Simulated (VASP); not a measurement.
# B3As5 (Im-3m) in VASP: single point with PBE

Aim: the single point of B3As5 with PBE.

All numbers are computed with VASP 6.6.1; they aren't measurements. Logs are shortened: lines on timing, memory, paths and dates and some standing lists are left out, and cuts for length are marked.

### Step 1. The cell of the first run

Symmetry: Im-3m, No. 229, cubic system. The conventional cell has a = 6.155 Å, b = 6.155 Å, c = 6.155 Å, α = 90.00°, β = 90.00°, γ = 90.00°. B (site symmetry 4/mmm) has 10 As at 2.67 to 3.08 Å and 4 B at 3.08 Å within 3.5 Å. As (site symmetry m-3m) has 8 As at 2.67 Å and 6 B at 3.08 Å within 3.5 Å. As (site symmetry -3m) has 6 B at 2.67 Å and 8 As at 2.67 to 3.08 Å within 3.5 Å.

### Step 2. Single point, PBE

Contents of INCAR:

```
ALGO = Normal
EDIFF = 1E-6
ENCUT = 500
GGA = PE
GGA_COMPAT = False
ISIF = 2
ISMEAR = 0
LASPH = True
LCHARG = False
LREAL = False
LWAVE = False
NBANDS = 27
NELM = 120
PREC = Accurate
SIGMA = 0.2
```

Contents of KPOINTS:

```
k-points
0
Gamma
  4 4 4
```

Contents of POSCAR:

```
B3As5
1.0
   -3.0774176182      3.0774176182      3.0774176182
    3.0774176182     -3.0774176182      3.0774176182
    3.0774176182      3.0774176182     -3.0774176182
B As
3 5
Direct
    0.0000000000      0.5000000000      0.5000000000
    0.5000000000      0.5000000000      0.0000000000
    0.5000000000      0.0000000000      0.5000000000
    0.0000000000      0.0000000000      0.0000000000
    0.0000000000      0.0000000000      0.5000000000
    0.0000000000      0.5000000000      0.0000000000
    0.5000000000      0.0000000000      0.0000000000
    0.5000000000      0.5000000000      0.5000000000
```

Potentials or basis: VASP PAW PBE potentials, release 64 (B, As).

On the command line:

```sh
cat potpaw_PBE.64/B/POTCAR potpaw_PBE.64/As/POTCAR > POTCAR
mpirun -np 1 vasp_std > vasp.out
```

OUTCAR:

```text
EDIFF = 1E-6
   ENCUT = 500
   GGA = PE
   ISIF = 2
   ISMEAR = 0
   LASPH = True
   LREAL = False
   NELM = 120
   PREC = Accurate

 ion  position               nearest neighbor table
   1  0.000  0.500  0.500-
   2  0.500  0.500  0.000-
   3  0.500  0.000  0.500-
   4  0.000  0.000  0.000-   5 2.67   6 2.67   7 2.67   8 2.67   5 2.67   6 2.67   7 2.67   8 2.67

   5  0.000  0.000  0.500-   4 2.67   4 2.67
   6  0.000  0.500  0.000-   4 2.67   4 2.67
   7  0.500  0.000  0.000-   4 2.67   4 2.67
   8  0.500  0.500  0.500-   4 2.67   4 2.67

  LATTYP: Found a body centered cubic cell.
 ALAT       =     6.1548352364

  Lattice vectors:

 A1 = (  -3.0774176182,   3.0774176182,   3.0774176182)
 A2 = (   3.0774176182,  -3.0774176182,   3.0774176182)
 A3 = (   3.0774176182,   3.0774176182,  -3.0774176182)

Analysis of symmetry for initial positions (statically):
=====================================================================
 Subroutine PRICEL returns:
 Original cell was already a primitive cell.

 Routine SETGRP: Setting up the symmetry group for a
 body centered cubic supercell.

 Subroutine GETGRP returns: Found 48 space group operations
 (whereof 48 operations were pure point group operations)
 out of a pool of 48 trial point group operations.

The static configuration has the point symmetry O_h .

Analysis of symmetry for dynamics (positions and initial velocities):
=====================================================================
 Subroutine PRICEL returns:
 Original cell was already a primitive cell.

 Routine SETGRP: Setting up the symmetry group for a
 body centered cubic supercell.

 Subroutine GETGRP returns: Found 48 space group operations
 (whereof 48 operations were pure point group operations)
 out of a pool of 48 trial point group operations.

The dynamic configuration has the point symmetry O_h .

 Subroutine INISYM returns: Found 48 space group operations
 (whereof 48 operations are pure point group operations),
 and found     1 'primitive' translations

----------------------------------------------------------------------------------------

                                     Primitive cell

  volume of cell :     116.5787

  direct lattice vectors                    reciprocal lattice vectors
    -3.077417618  3.077417618  3.077417618     0.000000000  0.162473886  0.162473886
     3.077417618 -3.077417618  3.077417618     0.162473886  0.000000000  0.162473886
     3.077417618  3.077417618 -3.077417618     0.162473886  0.162473886  0.000000000

  length of vectors
     5.330243671  5.330243671  5.330243671     0.229772773  0.229772773  0.229772773

  position of ions in fractional coordinates (direct lattice)
     0.000000000  0.500000000  0.500000000
     0.500000000  0.500000000  0.000000000
     0.500000000  0.000000000  0.500000000
     0.000000000  0.000000000  0.000000000
     0.000000000  0.000000000  0.500000000
     0.000000000  0.500000000  0.000000000
     0.500000000  0.000000000  0.000000000
     0.500000000  0.500000000  0.500000000

  ion indices of the primitive-cell ions
   primitive index   ion index
                 1           1
                 2           2
                 3           3
                 4           4
                 5           5
                 6           6
                 7           7
                 8           8

----------------------------------------------------------------------------------------

 KPOINTS: k-points

Automatic generation of k-mesh.
 Grid dimensions read from file:
 generate k-points for:    4    4    4

 Generating k-lattice:

  Cartesian coordinates                     Fractional coordinates (reciprocal lattice)
     0.000000000  0.040618472  0.040618472     0.250000000  0.000000000  0.000000000
     0.040618472  0.000000000  0.040618472     0.000000000  0.250000000  0.000000000
     0.040618472  0.040618472  0.000000000     0.000000000  0.000000000  0.250000000

  Length of vectors
     0.057443193  0.057443193  0.057443193

  Shift w.r.t. Gamma in fractional coordinates (k-lattice)
     0.000000000  0.000000000  0.000000000

 Subroutine IBZKPT returns following result:
 ===========================================

 Found      8 irreducible k-points:

 Following reciprocal coordinates:
            Coordinates               Weight
  0.000000  0.000000  0.000000      1.000000
  0.250000  0.000000  0.000000     12.000000
  0.500000  0.000000  0.000000      6.000000
  0.250000  0.250000  0.000000     24.000000
  0.250000  0.250000  0.250000      2.000000
 -0.250000  0.250000  0.250000      6.000000
  0.500000  0.500000  0.250000     12.000000
  0.500000  0.500000  0.500000      1.000000
   k-points           NKPTS =      8   k-points in BZ     NKDIM =      8   number of bands    NBANDS=     27
   number of dos      NEDOS =    301   number of ions     NIONS =      8
   total plane-waves  NPLWV =  64000
   dimension x,y,z NGX =    40 NGY =   40 NGZ =   40
   dimension x,y,z NGXF=    80 NGYF=   80 NGZF=   80
   ions per type =               3   5
   NGX,Y,Z   is equivalent  to a cutoff of  12.48, 12.48, 12.48 a.u.
   NGXF,Y,Z  is equivalent  to a cutoff of  24.95, 24.95, 24.95 a.u.
 SYSTEM =  unknown system
   PREC   = accura    normal or accurate (medium, high low for compatibility)
   ISTART =      0    job   : 0-new  1-cont  2-samecut
   ICHARG =      2    charge: 1-file 2-atom 10-const
   ISPIN  =      1    spin polarized calculation?
   LNONCOLLINEAR =      F non collinear calculations
   LSORBIT =      F    spin-orbit coupling
   LASPH  =      T    aspherical Exc in radial PAW
   ENCUT  =  500.0 eV  36.75 Ry    6.06 a.u.   9.72  9.72  9.72*2*pi/ulx,y,z
   NELM   =    120;   NELMIN=  2; NELMDL= -5     # of ELM steps
   EDIFF  = 0.1E-05   stopping-criterion for ELM
   LREAL  =      F    real-space projection
   EDIFFG = 0.1E-04   stopping-criterion for IOM
   NSW    =      0    number of steps for IOM
   IBRION =     -1    ionic relax: 0-MD 1-quasi-New 2-CG
   NFREE  =      0    steps in history (QN), initial steepest desc. (CG)
   ISIF   =      2    stress and relaxation
   ISYM   =      2    0-nonsym 1-usesym 2-fastsym
   POTIM  = 0.5000    time-step for ionic-motion
   TEBEG  =    0.0;   TEEND  =   0.0 temperature during run
   PSTRESS=    0.0 pullay stress
   NELECT =      34.0000    total number of electrons
   NUPDOWN=      -1.0000    fix difference up-down
   EMIN   =  10.00;   EMAX   =-10.00  energy-range for DOS
   EFERMI =   0.00;   METHOD = LEGACY
   ISMEAR =     0;   SIGMA  =   0.20  broadening in eV -4-tet -1-fermi 0-gaus
   EFERMI_NEDOS =   21; number of points for ismear=-14 and -15
   IALGO  =     38    algorithm
   IMIX   =      4    mixing-type and parameters
     AMIX     =   0.40;   BMIX     =  1.00
     AMIX_MAG =   1.60;   BMIX_MAG =  1.00
  volume/ion in A,a.u.               =      14.57        98.34
  Fermi-wavevector in a.u.,A,eV,Ry     =   1.085662  2.051604 16.036675  1.178662
  Thomas-Fermi vector in A             =   2.221781
   LORBIT       =      0    0 simple, 1 ext, 2 COOP (PROOUT), +10 PAW based schemes
   GGA     = PE    functional components
   LHFCALC =     F    Hartree Fock is set to
   AEXX    =    0.0000 exact exchange contribution
   IVDW    =     0    specifies the selected vdW correction
   LEPSILON=     F    determine dielectric tensor
   LRPA    =     F    only Hartree local field effects (RPA)
 non-spin polarized calculation
 Gauss-broadening in eV      SIGMA  =   0.20
  energy-cutoff  :      500.00
  volume of cell :      116.58
 maximum number of plane-waves:      2988
 NGX is ok and might be reduce to    40
   NGX = 19   NGY = 19   NGZ = 19

 number of electron      34.0000001 magnetization

 Free energy of the ion-electron system (eV)
  ---------------------------------------------------
  ext. energy  EPLUGINS =         0.00000000
  ---------------------------------------------------
  free energy    TOTEN  =       -32.63135183 eV

  energy without entropy =      -32.53135750  energy(sigma->0) =      -32.58135466

 E-fermi :   6.6557     XC(G=0): -11.1230

 val. band max:        6.6238334650   @ k =   0.2500   0.2500   0.0000
 cond. band min:       6.7560979166   @ k =   0.5000   0.5000   0.2500
 fundamental gap:      0.1322644516
 Fermi energy:         6.6556561447

 k-point     1 :       0.0000    0.0000    0.0000
  band No.  band energies     occupation
      1      -8.9232      2.00000
      2      -3.3519      2.00000
      3      -3.3519      2.00000
      4      -3.3519      2.00000
      5      -2.6634      2.00000
      6      -0.5366      2.00000
[... 19 lines left out ...]
     26      12.8549      0.00000
     27      12.8574      0.00000

 k-point     2 :       0.2500    0.0000    0.0000
  band No.  band energies     occupation
      1      -8.5040      2.00000
      2      -4.9137      2.00000
      3      -3.8914      2.00000
      4      -3.6964      2.00000
      5      -2.9998      2.00000
      6      -0.8859      2.00000
[... 19 lines left out ...]
     26      11.9124      0.00000
     27      11.9951      0.00000

 k-point     3 :       0.5000    0.0000    0.0000
  band No.  band energies     occupation
      1      -7.6520      2.00000
      2      -6.5117      2.00000
      3      -4.2496      2.00000
      4      -3.9630      2.00000
      5      -3.1190      2.00000
      6      -1.1984      2.00000
[... 114 lines left out ...]
      1      -7.2385      2.00000
      2      -6.2177      2.00000
      3      -5.3765      2.00000
      4      -4.3491      2.00000
      5      -2.3509      2.00000
      6      -1.6537      2.00000
[... 19 lines left out ...]
     26       9.8169      0.00000
     27      10.8364      0.00000

 k-point     8 :       0.5000    0.5000    0.5000
  band No.  band energies     occupation
      1      -6.2459      2.00000
      2      -5.8145      2.00000
      3      -5.8145      2.00000
      4      -5.8145      2.00000
      5      -2.4518      2.00000
      6      -2.4518      2.00000
[... 19 lines left out ...]
     26       9.2597      0.00000
     27       9.3377      0.00000

------------------------ aborting loop because EDIFF is reached ----------------------------------------

  FORCE on cell =-STRESS in cart. coord.  units (eV):
  Direction    XX          YY          ZZ          XY          YZ          ZX
  --------------------------------------------------------------------------------------
  -------------------------------------------------------------------------------------
  Total        0.3807311      0.3807311      0.3807311     -0.0000000      0.0000000      0.0000000
  in kB        5.2325049      5.2325049      5.2325049     -0.0000000      0.0000000      0.0000000
  external PRESSURE =       5.2325049 kB  Pullay stress =       0.0000000 kB

 VOLUME and BASIS-vectors are now :
 -----------------------------------------------------------------------------
  energy-cutoff  :      500.00
  volume of cell :      116.58
      direct lattice vectors                 reciprocal lattice vectors
    -3.077417618  3.077417618  3.077417618     0.000000000  0.162473886  0.162473886
     3.077417618 -3.077417618  3.077417618     0.162473886  0.000000000  0.162473886
     3.077417618  3.077417618 -3.077417618     0.162473886  0.162473886  0.000000000

 POSITION                                       TOTAL-FORCE (eV/Angst)
 -----------------------------------------------------------------------------------
      3.07742      0.00000      0.00000        -0.000000     -0.000000      0.000000
      0.00000      0.00000      3.07742         0.000000      0.000000     -0.000000
      0.00000      3.07742      0.00000         0.000000     -0.000000     -0.000000
      0.00000      0.00000      0.00000         0.000000     -0.000000      0.000000
      1.53871      1.53871     -1.53871        -0.000000     -0.000000      0.000000
      1.53871     -1.53871      1.53871         0.000000      0.000000      0.000000
     -1.53871      1.53871      1.53871         0.000000     -0.000000     -0.000000
      1.53871      1.53871      1.53871         0.000000      0.000000      0.000000
 -----------------------------------------------------------------------------------
    total drift:                                0.000000     -0.000000      0.000000

  FREE ENERGIE OF THE ION-ELECTRON SYSTEM (eV)
  ---------------------------------------------------
  free  energy   TOTEN  =       -32.6313518279 eV

  energy  without entropy=      -32.5313574990  energy(sigma->0) =      -32.58135466
```

Run time: 18 s. Hardware: 1 thread of Intel Xeon Platinum 8488C (Sapphire Rapids), shared host; peak memory 0.23 GiB.

Results:

- Free energy: -32.6314 eV
- Pressure: 0.5 GPa
- Band gap on the k mesh: zero (band 17 reaches 8.62 eV, above the bottom of band 18 at 6.50 eV)

Levels at points of the mesh, in eV from the Fermi level:
```tsv
k point	band 12	band 13	band 14	band 15	band 16	band 17	band 18	band 19	band 20	band 21
(0.00, 0.00, 0.00)	-5.28	-5.28	-1.87	-1.15	-1.15	-1.15	3.40	3.64	3.64	3.64
(0.50, 0.00, 0.00)	-2.48	-2.33	-1.55	-1.52	-1.13	-0.95	-0.10	0.45	0.86	1.57
(0.50, 0.50, 0.50)	-2.28	-2.28	-2.28	1.96	1.96	1.96	2.07	2.07	2.07	2.24
```

Caveat: the k points lie up to 0.36 Å⁻¹ apart.
